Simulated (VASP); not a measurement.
Runs of VASP 6.6.1 on Mg. The structure is that of space group P6_3/mmc (No. 194), or close to it. The cells are those of the table. 

| task | cell | k mesh | gap on the mesh (eV) | pressure (GPa) |
| --- | --- | --- | --- | --- |
| relaxation of cell and atoms | relaxed to 1e-06 GPa from a = 2.963, b = 2.963, c = 4.788 Å, angles 90.0, 90.0, 120.0°, 2 atoms | 18 × 18 × 10 | none | 0.0 |
| relaxation of cell and atoms | relaxed to 75 GPa from a = 2.689, b = 2.689, c = 4.344 Å, angles 90.0, 90.0, 120.0°, 2 atoms | 18 × 18 × 10 | none | 75.0 |
| relaxation of cell and atoms | relaxed to 12 GPa from a = 2.801, b = 2.801, c = 4.523 Å, angles 90.0, 90.0, 120.0°, 2 atoms | 18 × 18 × 10 | none | 12.0 |
| single point | a = 2.801, b = 2.801, c = 4.523 Å, angles 90.0, 90.0, 120.0°, 2 atoms | 18 × 18 × 10 | none | 30.5 |
| single point | a = 3.209, b = 3.209, c = 5.210 Å, angles 90.0, 90.0, 120.0°, 2 atoms | 6 × 6 × 4 | none | (a) |

Alike in all rows: level PBEsol; potentials or basis VASP PAW PBE potentials, release 64 (Mg); no spin polarisation; cutoff (eV) 600; smearing gaussian 0.1 eV.

**Question.** Estimate the missing entries.

**Answer.** (a) -1.1.

Caveats: some runs use coarse meshes; the PAW data sets were made with another functional, which shifts forces and pressure a little; the cell is relaxed towards a set pressure, so the run minimises the enthalpy, not the energy (at least some runs); the cell stands under pressure (at least some runs).

A gap of «none» marks levels without a gap at the run's occupations.
